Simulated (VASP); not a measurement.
# V (Fm-3m) in VASP: further runs

Runs on V. Level: PBE. Tasks: single point.

Program: VASP 6.6.1. These are calculated values, not measurements. Logs are shortened: lines on timing, memory, paths and dates and some standing lists are left out, and cuts for length are marked.

**1. The cell of the first run**

Symmetry: Fm-3m, No. 225, cubic system. Conventional cell: a = 3.713 Å, b = 3.713 Å, c = 3.713 Å, α = 90.00°, β = 90.00°, γ = 90.00°. Within 3.5 Å of V (site symmetry m-3m) lie 12 V at 2.63 Å.

This isn't the form of V at room conditions, which is bcc.

**2. Single point, PBE, collinear spin, ferromagnetic start (12.79 Å³/atom)**

Contents of INCAR:

```
SYSTEM = V
PREC = Accurate ; ENCUT = 520
EDIFF = 1E-7 ; ISMEAR = -1
SIGMA = 0.05 ; LREAL = .FALSE.
LASPH = .TRUE. ; NELM = 150
ALGO = Normal ; ISIF = 2
LWAVE = .FALSE. ; LCHARG = .TRUE.
ISPIN = 2 ; MAGMOM = 2
LORBIT = 11 ; LMAXMIX = 4
GGA = PE ; LELF = .TRUE.
LVHAR = .TRUE. ; NBANDS = 16
```

Contents of KPOINTS:

```
regular mesh
0
G
  12 12 12
  0 0 0
```

Contents of POSCAR:

```
V
1.0
    0.0000000000      1.8563156760      1.8563156760
    1.8563156760      0.0000000000      1.8563156760
    1.8563156760      1.8563156760      0.0000000000
V
1
Direct
    0.0000000000      0.0000000000      0.0000000000
```

Potentials or basis: VASP PAW PBE potentials, release 64 (V_sv).

Launch:

```sh
cat potpaw_PBE.64/V_sv/POTCAR > POTCAR
mpirun -np 1 vasp_std > vasp.out
```

OUTCAR:

```text
SYSTEM = V
   PREC = Accurate
   ENCUT = 520
   EDIFF = 1E-7
   ISMEAR = -1
   LREAL = .FALSE.
   LASPH = .TRUE.
   NELM = 150
   ISIF = 2
   ISPIN = 2
   LORBIT = 11
   GGA = PE

 ion  position               nearest neighbor table
   1  0.000  0.000  0.000-

  LATTYP: Found a face centered cubic cell.
 ALAT       =     3.7126313520

  Lattice vectors:

 A1 = (   0.0000000000,   1.8563156760,   1.8563156760)
 A2 = (   1.8563156760,   0.0000000000,   1.8563156760)
 A3 = (   1.8563156760,   1.8563156760,   0.0000000000)

Analysis of symmetry for initial positions (statically):
=====================================================================
 Subroutine PRICEL returns:
 Original cell was already a primitive cell.

 Routine SETGRP: Setting up the symmetry group for a
 face centered cubic supercell.

 Subroutine GETGRP returns: Found 48 space group operations
 (whereof 48 operations were pure point group operations)
 out of a pool of 48 trial point group operations.

The static configuration has the point symmetry O_h .

Analysis of symmetry for dynamics (positions and initial velocities):
=====================================================================
 Subroutine PRICEL returns:
 Original cell was already a primitive cell.

 Routine SETGRP: Setting up the symmetry group for a
 face centered cubic supercell.

 Subroutine GETGRP returns: Found 48 space group operations
 (whereof 48 operations were pure point group operations)
 out of a pool of 48 trial point group operations.

The dynamic configuration has the point symmetry O_h .

Analysis of structural, dynamic, and magnetic symmetry:
=====================================================================
 Subroutine PRICEL returns:
 Original cell was already a primitive cell.

 Routine SETGRP: Setting up the symmetry group for a
 face centered cubic supercell.

 Subroutine GETGRP returns: Found 48 space group operations
 (whereof 48 operations were pure point group operations)
 out of a pool of 48 trial point group operations.

The overall configuration has the point symmetry O_h .

 Subroutine INISYM returns: Found 48 space group operations
 (whereof 48 operations are pure point group operations),
 and found     1 'primitive' translations

----------------------------------------------------------------------------------------

                                     Primitive cell

  volume of cell :      12.7934

  direct lattice vectors                    reciprocal lattice vectors
     0.000000000  1.856315676  1.856315676    -0.269350739  0.269350739  0.269350739
     1.856315676  0.000000000  1.856315676     0.269350739 -0.269350739  0.269350739
     1.856315676  1.856315676  0.000000000     0.269350739  0.269350739 -0.269350739

  length of vectors
     2.625226805  2.625226805  2.625226805     0.466529166  0.466529166  0.466529166

  position of ions in fractional coordinates (direct lattice)
     0.000000000  0.000000000  0.000000000

  ion indices of the primitive-cell ions
   primitive index   ion index
                 1           1

----------------------------------------------------------------------------------------

 KPOINTS: regular mesh

Automatic generation of k-mesh.
 Grid dimensions read from file:
 generate k-points for:   12   12   12

 Generating k-lattice:

  Cartesian coordinates                     Fractional coordinates (reciprocal lattice)
    -0.022445895  0.022445895  0.022445895     0.083333333  0.000000000  0.000000000
     0.022445895 -0.022445895  0.022445895     0.000000000  0.083333333  0.000000000
     0.022445895  0.022445895 -0.022445895     0.000000000  0.000000000  0.083333333

  Length of vectors
     0.038877430  0.038877430  0.038877430

  Shift w.r.t. Gamma in fractional coordinates (k-lattice)
     0.000000000  0.000000000  0.000000000

 Subroutine IBZKPT returns following result:
 ===========================================

 Found     72 irreducible k-points:

 Following reciprocal coordinates:
            Coordinates               Weight
  0.000000  0.000000  0.000000      1.000000
  0.083333  0.000000  0.000000      8.000000
  0.166667  0.000000  0.000000      8.000000
  0.250000  0.000000  0.000000      8.000000
  0.333333  0.000000  0.000000      8.000000
  0.416667  0.000000  0.000000      8.000000
[... 16 lines left out ...]
  0.500000  0.166667  0.000000     24.000000
 -0.416667  0.166667  0.000000     24.000000
 [... further k-points ...]
   k-points           NKPTS =     72   k-points in BZ     NKDIM =     72   number of bands    NBANDS=     16
   number of dos      NEDOS =    301   number of ions     NIONS =      1
   total plane-waves  NPLWV =   8000
   dimension x,y,z NGX =    20 NGY =   20 NGZ =   20
   dimension x,y,z NGXF=    40 NGYF=   40 NGZF=   40
   ions per type =               1
   NGX,Y,Z   is equivalent  to a cutoff of  12.67, 12.67, 12.67 a.u.
   NGXF,Y,Z  is equivalent  to a cutoff of  25.33, 25.33, 25.33 a.u.
 SYSTEM =  V
   PREC   = accura    normal or accurate (medium, high low for compatibility)
   ISTART =      0    job   : 0-new  1-cont  2-samecut
   ICHARG =      2    charge: 1-file 2-atom 10-const
   ISPIN  =      2    spin polarized calculation?
   LNONCOLLINEAR =      F non collinear calculations
   LSORBIT =      F    spin-orbit coupling
   LASPH  =      T    aspherical Exc in radial PAW
   ENCUT  =  520.0 eV  38.22 Ry    6.18 a.u.   4.88  4.88  4.88*2*pi/ulx,y,z
   NELM   =    150;   NELMIN=  2; NELMDL= -5     # of ELM steps
   EDIFF  = 0.1E-06   stopping-criterion for ELM
   LREAL  =      F    real-space projection
   EDIFFG = 0.1E-05   stopping-criterion for IOM
   NSW    =      0    number of steps for IOM
   IBRION =     -1    ionic relax: 0-MD 1-quasi-New 2-CG
   NFREE  =      0    steps in history (QN), initial steepest desc. (CG)
   ISIF   =      2    stress and relaxation
   ISYM   =      2    0-nonsym 1-usesym 2-fastsym
   POTIM  = 0.5000    time-step for ionic-motion
   TEBEG  =    0.0;   TEEND  =   0.0 temperature during run
   PSTRESS=    0.0 pullay stress
   NELECT =      13.0000    total number of electrons
   NUPDOWN=      -1.0000    fix difference up-down
   EMIN   =  10.00;   EMAX   =-10.00  energy-range for DOS
   EFERMI =   0.00;   METHOD = LEGACY
   ISMEAR =    -1;   SIGMA  =   0.05  broadening in eV -4-tet -1-fermi 0-gaus
   EFERMI_NEDOS =   21; number of points for ismear=-14 and -15
   IALGO  =     38    algorithm
   IMIX   =      4    mixing-type and parameters
     AMIX     =   0.40;   BMIX     =  1.00
     AMIX_MAG =   1.60;   BMIX_MAG =  1.00
  volume/ion in A,a.u.               =      12.79        86.33
  Fermi-wavevector in a.u.,A,eV,Ry     =   1.645865  3.110233 36.856420  2.708870
  Thomas-Fermi vector in A             =   2.735590
   LORBIT       =     11    0 simple, 1 ext, 2 COOP (PROOUT), +10 PAW based schemes
   GGA     = PE    functional components
   LHFCALC =     F    Hartree Fock is set to
   AEXX    =    0.0000 exact exchange contribution
   IVDW    =     0    specifies the selected vdW correction
   LEPSILON=     F    determine dielectric tensor
   LRPA    =     F    only Hartree local field effects (RPA)
 spin polarized calculation
  energy-cutoff  :      520.00
  volume of cell :       12.79
 maximum number of plane-waves:       360
   NGX =  9   NGY =  9   NGZ =  9

 number of electron      12.9999997 magnetization       0.0000474

 number of electron      12.9999997 magnetization      -0.0000055

 Free energy of the ion-electron system (eV)
  ---------------------------------------------------
  ext. energy  EPLUGINS =         0.00000000
  ---------------------------------------------------
  free energy    TOTEN  =        -8.69935009 eV

  energy without entropy =       -8.68780484  energy(sigma->0) =       -8.69357746

 E-fermi :  10.7205     XC(G=0): -13.1890

 val. band max:       10.7192581597   @ k =   0.5000   0.0000   0.0000
 cond. band min:      10.7605360979   @ k =  -0.3333   0.0833   0.0000
 fundamental gap:      0.0412779382
 Fermi energy:        10.7205229249

 spin component 1

 k-point     1 :       0.0000    0.0000    0.0000
  band No.  band energies     occupation
      1     -53.2979      1.00000
      2     -26.5173      1.00000
      3     -26.5173      1.00000
      4     -26.5173      1.00000
      5       3.6764      1.00000
      6      10.8609      0.05694
[... 8 lines left out ...]
     15      39.0919      0.00000
     16      40.6496      0.00000

 k-point     2 :       0.0833    0.0000    0.0000
  band No.  band energies     occupation
      1     -53.2830      1.00000
      2     -26.5910      1.00000
      3     -26.5263      1.00000
      4     -26.5263      1.00000
      5       3.9532      1.00000
      6      10.7087      0.55889
[... 8 lines left out ...]
     15      39.5645      0.00000
     16      40.5208      0.00000
[... 387 lines left out ...]
      5       7.7919      1.00000
      6       9.5849      1.00000
[... 8 lines left out ...]
     15      40.1922      0.00000
     16      40.2950      0.00000

 k-point    24 :      -0.4167    0.1667    0.0000
  band No.  band energies     occupation
      1     -53.0494      1.00000
      2     -27.4720      1.00000
      3     -26.8421      1.00000
      4     -26.6875      1.00000
      5       7.8761      1.00000
      6       9.6954      1.00000
[... 8 lines left out ...]
     15      39.5705      0.00000
     16      39.9390      0.00000

 [... further k-points ...]

 spin component 2

 k-point     1 :       0.0000    0.0000    0.0000
  band No.  band energies     occupation
      1     -53.2979      1.00000
      2     -26.5173      1.00000
      3     -26.5173      1.00000
      4     -26.5173      1.00000
      5       3.6764      1.00000
      6      10.8609      0.05694
[... 8 lines left out ...]
     15      39.0919      0.00000
     16      40.6496      0.00000

 k-point     2 :       0.0833    0.0000    0.0000
  band No.  band energies     occupation
      1     -53.2830      1.00000
      2     -26.5910      1.00000
      3     -26.5263      1.00000
      4     -26.5263      1.00000
      5       3.9532      1.00000
      6      10.7087      0.55890
[... 8 lines left out ...]
     15      39.5645      0.00000
     16      40.5208      0.00000
[... 387 lines left out ...]
      5       7.7919      1.00000
      6       9.5849      1.00000
[... 8 lines left out ...]
     15      40.1922      0.00000
     16      40.2950      0.00000

 k-point    24 :      -0.4167    0.1667    0.0000
  band No.  band energies     occupation
      1     -53.0494      1.00000
      2     -27.4720      1.00000
      3     -26.8421      1.00000
      4     -26.6875      1.00000
      5       7.8761      1.00000
      6       9.6954      1.00000
[... 8 lines left out ...]
     15      39.5705      0.00000
     16      39.9390      0.00000

 [... further k-points ...]

------------------------ aborting loop because EDIFF is reached ----------------------------------------

  FORCE on cell =-STRESS in cart. coord.  units (eV):
  Direction    XX          YY          ZZ          XY          YZ          ZX
  --------------------------------------------------------------------------------------
  -------------------------------------------------------------------------------------
  Total        1.3927647      1.3927647      1.3927647      0.0000000      0.0000000     -0.0000000
  in kB      174.4226391    174.4226391    174.4226391      0.0000000      0.0000000     -0.0000000
  external PRESSURE =     174.4226391 kB  Pullay stress =       0.0000000 kB

 VOLUME and BASIS-vectors are now :
 -----------------------------------------------------------------------------
  energy-cutoff  :      520.00
  volume of cell :       12.79
      direct lattice vectors                 reciprocal lattice vectors
     0.000000000  1.856315676  1.856315676    -0.269350739  0.269350739  0.269350739
     1.856315676  0.000000000  1.856315676     0.269350739 -0.269350739  0.269350739
     1.856315676  1.856315676  0.000000000     0.269350739  0.269350739 -0.269350739

 POSITION                                       TOTAL-FORCE (eV/Angst)
 -----------------------------------------------------------------------------------
      0.00000      0.00000      0.00000         0.000000     -0.000000      0.000000
 -----------------------------------------------------------------------------------
    total drift:                                0.000000      0.000000      0.000000

  FREE ENERGIE OF THE ION-ELECTRON SYSTEM (eV)
  ---------------------------------------------------
  free  energy   TOTEN  =        -8.6993500893 eV

  energy  without entropy=       -8.6878048377  energy(sigma->0) =       -8.69357746

 total charge

# of ion       s       p       d       tot
------------------------------------------
    1        2.367   6.253   3.117  11.737

 magnetization (x)

# of ion       s       p       d       tot
------------------------------------------
    1        0.000  -0.000  -0.000  -0.000
```

Run time: 44 s. Hardware: 1 thread of Intel Xeon 8259CL, shared host; peak memory 0.14 GiB.

What came out:

```
Free energy                                           : -8.6994 eV
Pressure                                              : 17.4 GPa
Net moment                                            : 0.00 μB per cell
Valence electrons inside the program's atomic spheres : V 11.74
```

Caveat: the cell stands under pressure.

**3. Single point, PBE, collinear spin, ferromagnetic start (13.07 Å³/atom)**

This run uses another cell than the first one, of 13.07 Å³/atom.

Contents of INCAR:

```
ALGO = Normal
EDIFF = 1E-6
ENCUT = 520
GGA = PE
ISIF = 2
ISMEAR = -1
ISPIN = 2
LASPH = T
LCHARG = F
LMAXMIX = 4
LORBIT = 11
LREAL = F
LWAVE = F
MAGMOM = 2
NBANDS = 16
NELM = 150
PREC = Accurate
SIGMA = 0.05
```

Contents of KPOINTS:

```
k-points
0
Gamma
  12 12 12
```

Contents of POSCAR:

```
V
1.0
    0.0000000000      1.8693887523      1.8693887523
    1.8693887523      0.0000000000      1.8693887523
    1.8693887523      1.8693887523      0.0000000000
V
1
Direct
    0.0000000000      0.0000000000      0.0000000000
```

Potentials or basis: VASP PAW PBE potentials, release 64 (V_sv).

Launch:

```sh
cat potpaw_PBE.64/V_sv/POTCAR > POTCAR
mpirun -np 1 vasp_std > vasp.out
```

Wall time 46 s (1 thread of Intel Xeon 8259CL, shared host); peak memory 0.14 GiB.

The run converged. Its results:

```yaml
Free_energy: -8.7249 eV
Pressure: 12.5 GPa
Net_moment: 0.00 μB per cell
Valence_electrons_inside_the_program's_atomic_spheres: V 11.70
```

Levels at points of the mesh, in eV from the Fermi level:
Spin up:
| k point | band 3 | band 4 | band 5 | band 6 | band 7 | band 8 | band 9 | band 10 |
| --- | --- | --- | --- | --- | --- | --- | --- | --- |
| (0.00, 0.00, 0.00) | -37.29 | -37.29 | -6.99 | 0.15 | 0.15 | 0.15 | 2.04 | 2.04 |
| (0.50, 0.00, 0.00) | -37.41 | -37.41 | -3.52 | 0.01 | 0.01 | 0.95 | 3.31 | 3.31 |
| (0.50, 0.50, 0.00) | -37.63 | -37.63 | -3.75 | -2.86 | 3.30 | 3.64 | 3.64 | 3.70 |
Spin down:
```tsv
k point	band 2	band 3	band 4	band 5	band 6	band 7	band 8	band 9	band 10	band 11
(0.00, 0.00, 0.00)	-37.29	-37.29	-37.29	-6.99	0.15	0.15	0.15	2.04	2.04	17.98
(0.50, 0.00, 0.00)	-38.27	-37.41	-37.41	-3.52	0.01	0.01	0.95	3.31	3.31	9.69
(0.50, 0.50, 0.00)	-38.21	-37.63	-37.63	-3.75	-2.86	3.30	3.64	3.64	3.70	12.46
```

Caveat: the cell stands under pressure.

**4. Single point, PBE, collinear spin, ferromagnetic start (13.34 Å³/atom)**

This run uses another cell than the first one, of 13.34 Å³/atom.

Contents of INCAR:

```
PREC     = Accurate       # precision mode
ENCUT    = 520            # plane-wave cutoff, eV
EDIFF    = 1E-7           # SCF threshold, eV
ISMEAR   = -1             # smearing method
SIGMA    = 0.05           # smearing width, eV
LREAL    = False          # projectors in reciprocal space
LASPH    = True           # aspherical terms in the spheres
NELM     = 150            # most SCF steps
ALGO     = Fast           # electronic algorithm
ISIF     = 2              # what is computed and relaxed
LWAVE    = False          # write WAVECAR
LCHARG   = False          # write CHGCAR
ISPIN    = 2              # spin polarisation
MAGMOM   = 2              # initial moments
LORBIT   = 11             # projections on sites
LMAXMIX  = 4              # l up to which the mixer works
GGA      = PE             # functional
NBANDS   = 16             # bands
```

Contents of KPOINTS:

```
Automatic mesh
0
Gamma
  12 12 12
```

Contents of POSCAR:

```
V
1.0
    0.0000000000      1.8822814960      1.8822814960
    1.8822814960      0.0000000000      1.8822814960
    1.8822814960      1.8822814960      0.0000000000
V
1
Direct
    0.0000000000      0.0000000000      0.0000000000
```

Launch:

```sh
cat potpaw_PBE.64/V_sv/POTCAR > POTCAR
mpirun -np 1 vasp_std > vasp.out
```

It took 70 s on 1 thread of Intel Xeon 8259CL, shared host; peak memory 0.15 GiB.

Results (log left out):

| Quantity | Value |
| --- | --- |
| Free energy | -8.7424 eV |
| Pressure | 8.1 GPa |
| Net moment | 0.00 μB per cell |
| Valence electrons inside the program's atomic spheres | V 11.66 |

Levels at points of the mesh, in eV from the Fermi level:
Spin up:
| k point | band 3 | band 4 | band 5 | band 6 | band 7 | band 8 | band 9 | band 10 |
| --- | --- | --- | --- | --- | --- | --- | --- | --- |
| (0.00, 0.00, 0.00) | -37.34 | -37.34 | -6.94 | 0.16 | 0.16 | 0.16 | 2.00 | 2.00 |
| (0.50, 0.00, 0.00) | -37.45 | -37.45 | -3.45 | 0.03 | 0.03 | 0.90 | 3.23 | 3.23 |
| (0.50, 0.50, 0.00) | -37.66 | -37.66 | -3.65 | -2.77 | 3.21 | 3.55 | 3.55 | 3.59 |
Spin down:
| k point | band 3 | band 4 | band 5 | band 6 | band 7 | band 8 | band 9 | band 10 |
| --- | --- | --- | --- | --- | --- | --- | --- | --- |
| (0.00, 0.00, 0.00) | -37.34 | -37.34 | -6.94 | 0.16 | 0.16 | 0.16 | 2.00 | 2.00 |
| (0.50, 0.00, 0.00) | -37.45 | -37.45 | -3.45 | 0.03 | 0.03 | 0.90 | 3.23 | 3.23 |
| (0.50, 0.50, 0.00) | -37.66 | -37.66 | -3.65 | -2.77 | 3.21 | 3.55 | 3.55 | 3.59 |

Caveat: the cell stands under pressure.

**5. Overview**

```csv
cell,gap on the mesh (eV),pressure (GPa),moment (μB)
"a = 2.625 Å, angles 60.0°, 1 atom",none,17.4,0.00
"a = 2.644 Å, angles 60.0°, 1 atom",none,12.5,0.00
"a = 2.662 Å, angles 60.0°, 1 atom",none,8.1,0.00
```

Alike in all rows: task single point; level PBE; potentials or basis VASP PAW PBE potentials, release 64 (V_sv); spin collinear, ferromagnetic start; k mesh 12 × 12 × 12; cutoff (eV) 520; smearing fermi-dirac 0.05 eV.

Caveats: the cell stands under pressure.

Total energies depend on the potentials used, so only differences within one code and one set of settings carry meaning.
